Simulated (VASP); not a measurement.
# Ag (P2_1/m) in VASP: notebook

Runs on Ag. Level: PBEsol. Tasks: single point.

All numbers are computed with VASP 6.6.1; they aren't measurements. Logs are shortened: lines on timing, memory, paths and dates and some standing lists are left out, and cuts for length are marked.

**1. The cell of the first run**

Symmetry: P2_1/m, No. 11, monoclinic system. Conventional cell: a = 2.930 Å, b = 4.790 Å, c = 2.930 Å, α = 90.00°, β = 120.00°, γ = 90.00°. Ag (site symmetry m) has 12 Ag at 2.72 to 3.13 Å within 3.6 Å.

**2. Single point, PBEsol (atom 1 (Ag) moved by (-0.300, -0.300) A along x and y)**

Input file INCAR:

```
SYSTEM = Ag
PREC = Accurate
ENCUT = 520
EDIFF = 1E-6
ISMEAR = 0
SIGMA = 0.15
LREAL = .False.
LASPH = .True.
NELM = 100
ALGO = Fast
ISIF = 2
LWAVE = .False.
LCHARG = .False.
GGA = PS
NBANDS = 18
```

Input file KPOINTS:

```
regular mesh
0
Gamma
  18 18 10
  0 0 0
```

Input file POSCAR:

```
Ag
1.0
    2.9299980804      0.0000000000      0.0000000000
   -1.4649990402      2.5374527707      0.0000000000
    0.0000000000      0.0000000000      4.7900000000
Ag
2
Direct
    0.1718297870      0.5484378651      0.2500000000
    0.6666666667      0.3333333333      0.7500000000
```

Potentials or basis: VASP PAW PBE potentials, release 64 (Ag).

Launch:

```
$ cat potpaw_PBE.64/Ag/POTCAR > POTCAR
$ mpirun -np 1 vasp_std > vasp.out
```

OUTCAR:

```text
SYSTEM = Ag
   PREC = Accurate
   ENCUT = 520
   EDIFF = 1E-6
   ISMEAR = 0
   LREAL = .False.
   LASPH = .True.
   NELM = 100
   ISIF = 2
   GGA = PS

 ion  position               nearest neighbor table
   1  0.172  0.548  0.250-   2 2.72   2 2.72   2 3.02   2 3.02   2 3.13   2 3.13
   2  0.667  0.333  0.750-   1 2.72   1 2.72   1 3.02   1 3.02   1 3.13   1 3.13

  LATTYP: Found a hexagonal cell.
 ALAT       =     2.9299980804
 C/A-ratio  =     1.6348133577

  Lattice vectors:

 A1 = (   2.9299980804,   0.0000000000,   0.0000000000)
 A2 = (  -1.4649990402,   2.5374527707,   0.0000000000)
 A3 = (   0.0000000000,   0.0000000000,   4.7900000000)

Analysis of symmetry for initial positions (statically):
=====================================================================
 Subroutine PRICEL returns:
 Original cell was already a primitive cell.

 Routine SETGRP: Setting up the symmetry group for a
 hexagonal supercell.

 Subroutine GETGRP returns: Found  4 space group operations
 (whereof  1 operations were pure point group operations)
 out of a pool of 24 trial point group operations.

The static configuration has the point symmetry C_1 .
 The point group associated with its full space group is C_2h.

Analysis of symmetry for dynamics (positions and initial velocities):
=====================================================================
 Subroutine PRICEL returns:
 Original cell was already a primitive cell.

 Routine SETGRP: Setting up the symmetry group for a
 hexagonal supercell.

 Subroutine GETGRP returns: Found  4 space group operations
 (whereof  1 operations were pure point group operations)
 out of a pool of 24 trial point group operations.

The dynamic configuration has the point symmetry C_1 .
 The point group associated with its full space group is C_2h.

 Subroutine INISYM returns: Found  4 space group operations
 (whereof  1 operations are pure point group operations),
 and found     1 'primitive' translations

----------------------------------------------------------------------------------------

                                     Primitive cell

  volume of cell :      35.6124

  direct lattice vectors                    reciprocal lattice vectors
     2.929998080  0.000000000  0.000000000     0.341297152  0.197048003  0.000000000
    -1.464999040  2.537452771  0.000000000     0.000000000  0.394096005  0.000000000
     0.000000000  0.000000000  4.790000000     0.000000000  0.000000000  0.208768267

  length of vectors
     2.929998080  2.929998080  4.790000000     0.394096005  0.394096005  0.208768267

  position of ions in fractional coordinates (direct lattice)
     0.171829787  0.548437865  0.250000000
     0.666666667  0.333333333  0.750000000

  ion indices of the primitive-cell ions
   primitive index   ion index
                 1           1
                 2           2

----------------------------------------------------------------------------------------

 KPOINTS: regular mesh

Automatic generation of k-mesh.
 Grid dimensions read from file:
 generate k-points for:   18   18   10

 Generating k-lattice:

  Cartesian coordinates                     Fractional coordinates (reciprocal lattice)
     0.018960953  0.010947111  0.000000000     0.055555556  0.000000000  0.000000000
     0.000000000  0.021894223  0.000000000     0.000000000  0.055555556  0.000000000
     0.000000000  0.000000000  0.020876827     0.000000000  0.000000000  0.100000000

  Length of vectors
     0.021894223  0.021894223  0.020876827

  Shift w.r.t. Gamma in fractional coordinates (k-lattice)
     0.000000000  0.000000000  0.000000000

 Subroutine IBZKPT returns following result:
 ===========================================

 Found    984 irreducible k-points:

 Following reciprocal coordinates:
            Coordinates               Weight
  0.000000  0.000000  0.000000      1.000000
  0.055556  0.000000  0.000000      2.000000
  0.000000  0.055556  0.000000      2.000000
 -0.055556  0.055556  0.000000      2.000000
  0.111111  0.000000  0.000000      2.000000
  0.000000  0.111111  0.000000      2.000000
[... 16 lines left out ...]
  0.444444  0.000000  0.000000      2.000000
  0.000000  0.444444  0.000000      2.000000
 [... further k-points ...]
   k-points           NKPTS =    984   k-points in BZ     NKDIM =    984   number of bands    NBANDS=     18
   number of dos      NEDOS =    301   number of ions     NIONS =      2
   total plane-waves  NPLWV =  20736
   dimension x,y,z NGX =    24 NGY =   24 NGZ =   36
   dimension x,y,z NGXF=    48 NGYF=   48 NGZF=   72
   ions per type =               2
   NGX,Y,Z   is equivalent  to a cutoff of  13.62, 13.62, 12.49 a.u.
   NGXF,Y,Z  is equivalent  to a cutoff of  27.23, 27.23, 24.99 a.u.
 SYSTEM =  Ag
   PREC   = accura    normal or accurate (medium, high low for compatibility)
   ISTART =      0    job   : 0-new  1-cont  2-samecut
   ICHARG =      2    charge: 1-file 2-atom 10-const
   ISPIN  =      1    spin polarized calculation?
   LNONCOLLINEAR =      F non collinear calculations
   LSORBIT =      F    spin-orbit coupling
   LASPH  =      T    aspherical Exc in radial PAW
   ENCUT  =  520.0 eV  38.22 Ry    6.18 a.u.   5.45  5.45  8.91*2*pi/ulx,y,z
   NELM   =    100;   NELMIN=  2; NELMDL= -5     # of ELM steps
   EDIFF  = 0.1E-05   stopping-criterion for ELM
   LREAL  =      F    real-space projection
   EDIFFG = 0.1E-04   stopping-criterion for IOM
   NSW    =      0    number of steps for IOM
   IBRION =     -1    ionic relax: 0-MD 1-quasi-New 2-CG
   NFREE  =      0    steps in history (QN), initial steepest desc. (CG)
   ISIF   =      2    stress and relaxation
   ISYM   =      2    0-nonsym 1-usesym 2-fastsym
   POTIM  = 0.5000    time-step for ionic-motion
   TEBEG  =    0.0;   TEEND  =   0.0 temperature during run
   PSTRESS=    0.0 pullay stress
   NELECT =      22.0000    total number of electrons
   NUPDOWN=      -1.0000    fix difference up-down
   EMIN   =  10.00;   EMAX   =-10.00  energy-range for DOS
   EFERMI =   0.00;   METHOD = LEGACY
   ISMEAR =     0;   SIGMA  =   0.15  broadening in eV -4-tet -1-fermi 0-gaus
   EFERMI_NEDOS =   21; number of points for ismear=-14 and -15
   IALGO  =     68    algorithm
   IMIX   =      4    mixing-type and parameters
     AMIX     =   0.40;   BMIX     =  1.00
     AMIX_MAG =   1.60;   BMIX_MAG =  1.00
  volume/ion in A,a.u.               =      17.81       120.16
  Fermi-wavevector in a.u.,A,eV,Ry     =   1.394276  2.634800 26.449806  1.944006
  Thomas-Fermi vector in A             =   2.517841
   LORBIT       =      0    0 simple, 1 ext, 2 COOP (PROOUT), +10 PAW based schemes
   GGA     = PS    functional components
   LHFCALC =     F    Hartree Fock is set to
   AEXX    =    0.0000 exact exchange contribution
   IVDW    =     0    specifies the selected vdW correction
   LEPSILON=     F    determine dielectric tensor
   LRPA    =     F    only Hartree local field effects (RPA)
 non-spin polarized calculation
 RMM-DIIS sequential band-by-band and
 Gauss-broadening in eV      SIGMA  =   0.15
  energy-cutoff  :      520.00
  volume of cell :       35.61
 maximum number of plane-waves:       990
 NGX is ok and might be reduce to    24
   NGX = 11   NGY = 11   NGZ = 17

 number of electron      22.0000002 magnetization

 Free energy of the ion-electron system (eV)
  ---------------------------------------------------
  ext. energy  EPLUGINS =         0.00000000
  ---------------------------------------------------
  free energy    TOTEN  =        -6.47421174 eV

  energy without entropy =       -6.46739850  energy(sigma->0) =       -6.47080512

 E-fermi :   7.6182     XC(G=0): -12.1465

 val. band max:        7.6156320507   @ k =   0.1667   0.3333  -0.3000
 cond. band min:       7.6289655750   @ k =   0.5000   0.3889   0.3000
 fundamental gap:      0.0133335243
 Fermi energy:         7.6182079679

 k-point     1 :       0.0000    0.0000    0.0000
  band No.  band energies     occupation
      1       0.1336      2.00000
      2       1.5628      2.00000
      3       2.6706      2.00000
      4       3.0965      2.00000
      5       3.2270      2.00000
      6       3.2421      2.00000
[... 10 lines left out ...]
     17      25.4413      0.00000
     18      26.7341      0.00000

 k-point     2 :       0.0556    0.0000    0.0000
  band No.  band energies     occupation
      1       0.2176      2.00000
      2       1.6157      2.00000
      3       2.6676      2.00000
      4       3.0859      2.00000
      5       3.2556      2.00000
      6       3.2883      2.00000
[... 10 lines left out ...]
     17      25.1679      0.00000
     18      25.8296      0.00000

 k-point     3 :       0.0000    0.0556    0.0000
  band No.  band energies     occupation
      1       0.2146      2.00000
      2       1.6063      2.00000
      3       2.6822      2.00000
      4       3.1369      2.00000
      5       3.2189      2.00000
      6       3.2455      2.00000
[... 10 lines left out ...]
     17      25.1514      0.00000
     18      26.5321      0.00000

 k-point     4 :      -0.0556    0.0556    0.0000
  band No.  band energies     occupation
      1       0.2159      2.00000
      2       1.6115      2.00000
      3       2.6845      2.00000
      4       3.1010      2.00000
      5       3.2335      2.00000
      6       3.2564      2.00000
[... 375 lines left out ...]
      4       3.0734      2.00000
      5       3.1482      2.00000
      6       3.6327      2.00000
[... 10 lines left out ...]
     17      19.5335      0.00000
     18      22.4540      0.00000

 k-point    23 :       0.4444    0.0000    0.0000
  band No.  band energies     occupation
      1       1.6590      2.00000
      2       2.2124      2.00000
      3       2.3137      2.00000
      4       2.7636      2.00000
      5       3.1416      2.00000
      6       3.1671      2.00000
[... 10 lines left out ...]
     17      18.2418      0.00000
     18      23.5787      0.00000

 k-point    24 :       0.0000    0.4444    0.0000
  band No.  band energies     occupation
      1       1.6449      2.00000
      2       1.6741      2.00000
      3       1.7624      2.00000
      4       3.0047      2.00000
      5       3.2541      2.00000
      6       3.7962      2.00000
[... 10 lines left out ...]
     17      18.9592      0.00000
     18      22.8666      0.00000

 [... further k-points ...]

------------------------ aborting loop because EDIFF is reached ----------------------------------------

  FORCE on cell =-STRESS in cart. coord.  units (eV):
  Direction    XX          YY          ZZ          XY          YZ          ZX
  --------------------------------------------------------------------------------------
  -------------------------------------------------------------------------------------
  Total       -1.2038561     -1.7420218     -0.4330875      0.2195776      0.0000000      0.0000000
  in kB      -54.1607089    -78.3724378    -19.4843293      9.8786559      0.0000000      0.0000000
  external PRESSURE =     -50.6724920 kB  Pullay stress =       0.0000000 kB

 VOLUME and BASIS-vectors are now :
 -----------------------------------------------------------------------------
  energy-cutoff  :      520.00
  volume of cell :       35.61
      direct lattice vectors                 reciprocal lattice vectors
     2.929998080  0.000000000  0.000000000     0.341297152  0.197048003  0.000000000
    -1.464999040  2.537452771  0.000000000     0.000000000  0.394096005  0.000000000
     0.000000000  0.000000000  4.790000000     0.000000000  0.000000000  0.208768267

 POSITION                                       TOTAL-FORCE (eV/Angst)
 -----------------------------------------------------------------------------------
     -0.30000      1.39164      1.19750         0.402208      0.217339      0.000000
      1.46500      0.84582      3.59250        -0.402208     -0.217339     -0.000000
 -----------------------------------------------------------------------------------
    total drift:                                0.000002      0.000009      0.000000

  FREE ENERGIE OF THE ION-ELECTRON SYSTEM (eV)
  ---------------------------------------------------
  free  energy   TOTEN  =        -6.4742117444 eV

  energy  without entropy=       -6.4673985031  energy(sigma->0) =       -6.47080512
```

Wall time 9.8 min (1 thread of Oxide Virtual Turin-like, shared host); peak memory 0.54 GiB.

What came out:

| Item | Value |
| --- | --- |
| Free energy | -6.4742 eV |
| Pressure | -5.1 GPa |
| Largest force | 0.457 eV/Å |
| Band gap on the k mesh | zero (bands 11 and 12 overlap by 7.19 eV) |

Forces on the atoms (eV/Å):
```
Ag   0.402  0.217  0.000
Ag  -0.402 -0.217  0.000
```

Levels at points of the mesh, in eV from the Fermi level:
```csv
k point,band 9,band 10,band 11,band 12,band 13,band 14
"(0.00, 0.00, 0.00)",-3.51,-3.45,-2.80,-0.30,3.41,15.33
"(0.50, 0.00, 0.00)",-2.92,-2.70,0.79,0.82,7.74,7.87
"(0.00, 0.50, 0.00)",-2.81,-2.80,-0.35,1.90,5.96,5.97
"(0.50, 0.50, 0.00)",-2.83,-2.78,-0.05,1.64,6.37,6.59
"(0.00, 0.00, 0.50)",-3.32,-3.32,-3.25,-3.25,10.79,10.79
"(0.50, 0.00, 0.50)",-2.68,-2.68,0.46,0.46,4.67,4.67
"(0.00, 0.50, 0.50)",-2.80,-2.80,1.30,1.30,3.82,3.82
"(0.50, 0.50, 0.50)",-2.80,-2.80,0.96,0.96,4.17,4.17
```

Caveat: the cell differs from its parent crystal (atom 1 (Ag) moved by (-0.300, -0.300) A along x and y); the stress differs along the axes, from -8 to -2 GPa; the PAW data sets were made with another functional, which shifts forces and pressure a little.

[end of part 1 of 2]
